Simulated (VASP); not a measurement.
# CdS (P6_3/mmc) in VASP: further runs

CdS is run at these levels: PBE; tasks: single point.

All numbers are computed with VASP 6.6.1; they aren't measurements. Logs are shortened: lines on timing, memory, paths and dates and some standing lists are left out, and cuts for length are marked.

## 1. The cell of the first run

The structure is hexagonal, space group P6_3/mmc (No. 194). Conventional cell: a = 4.409 Å, b = 4.409 Å, c = 5.748 Å, α = 90.00°, β = 90.00°, γ = 120.00°. Cd (site symmetry -6m2) has 5 S at 2.55 to 2.87 Å within 3.4 Å. S (site symmetry -6m2) has 5 Cd at 2.55 to 2.87 Å within 3.4 Å.

## 2. Single point, PBE

Contents of INCAR:

```
  PREC = Accurate
  ENCUT = 520
  EDIFF = 1E-6
  ISMEAR = 0
  SIGMA = 0.01
  LREAL = F
  LASPH = T
  NELM = 80
  ALGO = Normal
  ISIF = 2
  LWAVE = F
  LCHARG = F
  GGA = PE
  NBANDS = 26
```

Contents of KPOINTS:

```
regular mesh
0
Gamma
  6 6 4
```

Contents of POSCAR:

```
CdS
1.0
    4.4085296290      0.0000000000      0.0000000000
   -2.2042648145      3.8178986521      0.0000000000
    0.0000000000      0.0000000000      5.7481182101
Cd S
2 2
Direct
    0.3333333333      0.6666666667      0.2500000000
    0.6666666667      0.3333333333      0.7500000000
    0.6666666667      0.3333333333      0.2500000000
    0.3333333333      0.6666666667      0.7500000000
```

Potentials or basis: VASP PAW PBE potentials, release 64 (Cd, S).

Launch:

```bash
$ cat potpaw_PBE.64/Cd/POTCAR potpaw_PBE.64/S/POTCAR > POTCAR
$ mpirun -np 1 vasp_std > vasp.out
```

OUTCAR:

```text
PREC = Accurate
   ENCUT = 520
   EDIFF = 1E-6
   ISMEAR = 0
   LREAL = F
   LASPH = T
   NELM = 80
   ISIF = 2
   GGA = PE

 ion  position               nearest neighbor table
   1  0.333  0.667  0.250-   3 2.55   3 2.55   3 2.55   4 2.87   4 2.87
   2  0.667  0.333  0.750-   4 2.55   4 2.55   4 2.55   3 2.87   3 2.87
   3  0.667  0.333  0.250-   1 2.55   1 2.55   1 2.55   2 2.87   2 2.87
   4  0.333  0.667  0.750-   2 2.55   2 2.55   2 2.55   1 2.87   1 2.87

  LATTYP: Found a hexagonal cell.
 ALAT       =     4.4085296290
 C/A-ratio  =     1.3038628962

  Lattice vectors:

 A1 = (   4.4085296290,   0.0000000000,   0.0000000000)
 A2 = (  -2.2042648145,   3.8178986521,   0.0000000000)
 A3 = (   0.0000000000,   0.0000000000,   5.7481182101)

Analysis of symmetry for initial positions (statically):
=====================================================================
 Subroutine PRICEL returns:
 Original cell was already a primitive cell.

 Routine SETGRP: Setting up the symmetry group for a
 hexagonal supercell.

 Subroutine GETGRP returns: Found 24 space group operations
 (whereof 12 operations were pure point group operations)
 out of a pool of 24 trial point group operations.

The static configuration has the point symmetry D_3d.
 The point group associated with its full space group is D_6h.

Analysis of symmetry for dynamics (positions and initial velocities):
=====================================================================
 Subroutine PRICEL returns:
 Original cell was already a primitive cell.

 Routine SETGRP: Setting up the symmetry group for a
 hexagonal supercell.

 Subroutine GETGRP returns: Found 24 space group operations
 (whereof 12 operations were pure point group operations)
 out of a pool of 24 trial point group operations.

The dynamic configuration has the point symmetry D_3d.
 The point group associated with its full space group is D_6h.

 Subroutine INISYM returns: Found 24 space group operations
 (whereof 12 operations are pure point group operations),
 and found     1 'primitive' translations

----------------------------------------------------------------------------------------

                                     Primitive cell

  volume of cell :      96.7484

  direct lattice vectors                    reciprocal lattice vectors
     4.408529629  0.000000000  0.000000000     0.226833000  0.130962093  0.000000000
    -2.204264815  3.817898652  0.000000000     0.000000000  0.261924187  0.000000000
     0.000000000  0.000000000  5.748118210     0.000000000  0.000000000  0.173969978

  length of vectors
     4.408529629  4.408529629  5.748118210     0.261924187  0.261924187  0.173969978

  position of ions in fractional coordinates (direct lattice)
     0.333333333  0.666666667  0.250000000
     0.666666667  0.333333333  0.750000000
     0.666666667  0.333333333  0.250000000
     0.333333333  0.666666667  0.750000000

  ion indices of the primitive-cell ions
   primitive index   ion index
                 1           1
                 2           2
                 3           3
                 4           4

----------------------------------------------------------------------------------------

 KPOINTS: regular mesh

Automatic generation of k-mesh.
 Grid dimensions read from file:
 generate k-points for:    6    6    4

 Generating k-lattice:

  Cartesian coordinates                     Fractional coordinates (reciprocal lattice)
     0.037805500  0.021827016  0.000000000     0.166666667  0.000000000  0.000000000
     0.000000000  0.043654031  0.000000000     0.000000000  0.166666667  0.000000000
     0.000000000  0.000000000  0.043492495     0.000000000  0.000000000  0.250000000

  Length of vectors
     0.043654031  0.043654031  0.043492495

  Shift w.r.t. Gamma in fractional coordinates (k-lattice)
     0.000000000  0.000000000  0.000000000

 Subroutine IBZKPT returns following result:
 ===========================================

 Found     21 irreducible k-points:

 Following reciprocal coordinates:
            Coordinates               Weight
  0.000000  0.000000  0.000000      1.000000
  0.166667  0.000000  0.000000      6.000000
  0.333333  0.000000  0.000000      6.000000
  0.500000  0.000000  0.000000      3.000000
  0.166667  0.166667  0.000000      6.000000
  0.333333  0.166667  0.000000     12.000000
[... 13 lines left out ...]
  0.333333  0.166667  0.500000     12.000000
  0.333333  0.333333  0.500000      2.000000
   k-points           NKPTS =     21   k-points in BZ     NKDIM =     21   number of bands    NBANDS=     26
   number of dos      NEDOS =    301   number of ions     NIONS =      4
   total plane-waves  NPLWV =  62208
   dimension x,y,z NGX =    36 NGY =   36 NGZ =   48
   dimension x,y,z NGXF=    72 NGYF=   72 NGZF=   96
   ions per type =               2   2
   NGX,Y,Z   is equivalent  to a cutoff of  13.58, 13.58, 13.88 a.u.
   NGXF,Y,Z  is equivalent  to a cutoff of  27.15, 27.15, 27.76 a.u.
 SYSTEM =  unknown system
   PREC   = accura    normal or accurate (medium, high low for compatibility)
   ISTART =      0    job   : 0-new  1-cont  2-samecut
   ICHARG =      2    charge: 1-file 2-atom 10-const
   ISPIN  =      1    spin polarized calculation?
   LNONCOLLINEAR =      F non collinear calculations
   LSORBIT =      F    spin-orbit coupling
   LASPH  =      T    aspherical Exc in radial PAW
   ENCUT  =  520.0 eV  38.22 Ry    6.18 a.u.   8.20  8.20 10.69*2*pi/ulx,y,z
   NELM   =     80;   NELMIN=  2; NELMDL= -5     # of ELM steps
   EDIFF  = 0.1E-05   stopping-criterion for ELM
   LREAL  =      F    real-space projection
   EDIFFG = 0.1E-04   stopping-criterion for IOM
   NSW    =      0    number of steps for IOM
   IBRION =     -1    ionic relax: 0-MD 1-quasi-New 2-CG
   NFREE  =      0    steps in history (QN), initial steepest desc. (CG)
   ISIF   =      2    stress and relaxation
   ISYM   =      2    0-nonsym 1-usesym 2-fastsym
   POTIM  = 0.5000    time-step for ionic-motion
   TEBEG  =    0.0;   TEEND  =   0.0 temperature during run
   PSTRESS=    0.0 pullay stress
   NELECT =      36.0000    total number of electrons
   NUPDOWN=      -1.0000    fix difference up-down
   EMIN   =  10.00;   EMAX   =-10.00  energy-range for DOS
   EFERMI =   0.00;   METHOD = LEGACY
   ISMEAR =     0;   SIGMA  =   0.01  broadening in eV -4-tet -1-fermi 0-gaus
   EFERMI_NEDOS =   21; number of points for ismear=-14 and -15
   IALGO  =     38    algorithm
   IMIX   =      4    mixing-type and parameters
     AMIX     =   0.40;   BMIX     =  1.00
     AMIX_MAG =   1.60;   BMIX_MAG =  1.00
  volume/ion in A,a.u.               =      24.19       163.22
  Fermi-wavevector in a.u.,A,eV,Ry     =   1.177500  2.225153 18.864574  1.386507
  Thomas-Fermi vector in A             =   2.313846
   LORBIT       =      0    0 simple, 1 ext, 2 COOP (PROOUT), +10 PAW based schemes
   GGA     = PE    functional components
   LHFCALC =     F    Hartree Fock is set to
   AEXX    =    0.0000 exact exchange contribution
   IVDW    =     0    specifies the selected vdW correction
   LEPSILON=     F    determine dielectric tensor
   LRPA    =     F    only Hartree local field effects (RPA)
 non-spin polarized calculation
 Gauss-broadening in eV      SIGMA  =   0.01
  energy-cutoff  :      520.00
  volume of cell :       96.75
 maximum number of plane-waves:      2631
 NGX is ok and might be reduce to    36
   NGX = 17   NGY = 17   NGZ = 21

 number of electron      36.0000001 magnetization

 Free energy of the ion-electron system (eV)
  ---------------------------------------------------
  ext. energy  EPLUGINS =         0.00000000
  ---------------------------------------------------
  free energy    TOTEN  =       -11.91884859 eV

  energy without entropy =      -11.91884859  energy(sigma->0) =      -11.91884859

 E-fermi :   1.6407     XC(G=0):  -9.2933

 val. band max:        1.5736580967   @ k =   0.3333   0.3333   0.5000
 cond. band min:       2.5635116387   @ k =   0.0000   0.0000   0.0000
 fundamental gap:      0.9898535419
 Fermi energy:         1.6406783427

 k-point     1 :       0.0000    0.0000    0.0000
  band No.  band energies     occupation
      1     -10.8508      2.00000
      2     -10.1562      2.00000
      3      -6.2310      2.00000
      4      -6.2310      2.00000
      5      -6.2180      2.00000
      6      -6.2180      2.00000
[... 18 lines left out ...]
     25      10.5081      0.00000
     26      10.7026      0.00000

 k-point     2 :       0.1667    0.0000    0.0000
  band No.  band energies     occupation
      1     -10.7532      2.00000
      2     -10.1352      2.00000
      3      -6.1849      2.00000
      4      -6.1808      2.00000
      5      -6.1692      2.00000
      6      -6.1574      2.00000
[... 18 lines left out ...]
     25       9.4168      0.00000
     26      10.3153      0.00000

 k-point     3 :       0.3333    0.0000    0.0000
  band No.  band energies     occupation
      1     -10.5285      2.00000
      2     -10.1191      2.00000
      3      -6.0751      2.00000
      4      -6.0552      2.00000
      5      -6.0272      2.00000
      6      -5.9869      2.00000
[... 18 lines left out ...]
     25       9.9155      0.00000
     26      10.1008      0.00000

 k-point     4 :       0.5000    0.0000    0.0000
  band No.  band energies     occupation
      1     -10.3799      2.00000
      2     -10.1456      2.00000
      3      -6.0195      2.00000
      4      -5.9638      2.00000
      5      -5.9566      2.00000
      6      -5.9514      2.00000
[... 18 lines left out ...]
     25      10.1534      0.00000
     26      11.6193      0.00000
[... 409 lines left out ...]
      1     -10.2784      2.00000
      2     -10.2784      2.00000
      3      -6.1466      2.00000
      4      -6.1466      2.00000
      5      -6.0982      2.00000
      6      -6.0982      2.00000
[... 18 lines left out ...]
     25       9.1494      0.00000
     26       9.1494      0.00000

 k-point    20 :       0.3333    0.1667    0.5000
  band No.  band energies     occupation
      1     -10.1769      2.00000
      2     -10.1769      2.00000
      3      -6.1020      2.00000
      4      -6.1020      2.00000
      5      -6.0287      2.00000
      6      -6.0287      2.00000
[... 18 lines left out ...]
     25       9.8761      0.00000
     26       9.8761      0.00000

 k-point    21 :       0.3333    0.3333    0.5000
  band No.  band energies     occupation
      1     -10.1434      2.00000
      2     -10.1434      2.00000
      3      -6.1123      2.00000
      4      -6.1123      2.00000
      5      -5.9798      2.00000
      6      -5.9798      2.00000
[... 18 lines left out ...]
     25       9.3699      0.00000
     26       9.3699      0.00000

------------------------ aborting loop because EDIFF is reached ----------------------------------------

  FORCE on cell =-STRESS in cart. coord.  units (eV):
  Direction    XX          YY          ZZ          XY          YZ          ZX
  --------------------------------------------------------------------------------------
  -------------------------------------------------------------------------------------
  Total        1.1021423      1.1021423      1.0307550      0.0000000     -0.0000000      0.0000000
  in kB       18.2517449     18.2517449     17.0695541      0.0000000     -0.0000000      0.0000000
  external PRESSURE =      17.8576813 kB  Pullay stress =       0.0000000 kB

 VOLUME and BASIS-vectors are now :
 -----------------------------------------------------------------------------
  energy-cutoff  :      520.00
  volume of cell :       96.75
      direct lattice vectors                 reciprocal lattice vectors
     4.408529629  0.000000000  0.000000000     0.226833000  0.130962093  0.000000000
    -2.204264815  3.817898652  0.000000000     0.000000000  0.261924187  0.000000000
     0.000000000  0.000000000  5.748118210     0.000000000  0.000000000  0.173969978

 POSITION                                       TOTAL-FORCE (eV/Angst)
 -----------------------------------------------------------------------------------
     -0.00000      2.54527      1.43703         0.000000      0.000000      0.000000
      2.20426      1.27263      4.31109         0.000000     -0.000000      0.000000
      2.20426      1.27263      1.43703        -0.000000     -0.000000     -0.000000
     -0.00000      2.54527      4.31109        -0.000000      0.000000     -0.000000
 -----------------------------------------------------------------------------------
    total drift:                               -0.000000      0.000000      0.000000

  FREE ENERGIE OF THE ION-ELECTRON SYSTEM (eV)
  ---------------------------------------------------
  free  energy   TOTEN  =       -11.9188485906 eV

  energy  without entropy=      -11.9188485906  energy(sigma->0) =      -11.91884859
```

Run time: 33 s. Hardware: 1 thread of Intel Xeon Platinum 8375C at 2.90GHz (Ice Lake), shared host; peak memory 0.25 GiB.

Results:

```yaml
Free_energy: -11.9188 eV
Pressure: 1.8 GPa
Band_gap_on_the_k_mesh: 0.99 eV, indirect (least direct gap 1.26 eV)
```

A k mesh can miss the band edges. PBE gaps usually lie below the measured ones, often by a third to a half.

(Part 1 of 2 ends here.)
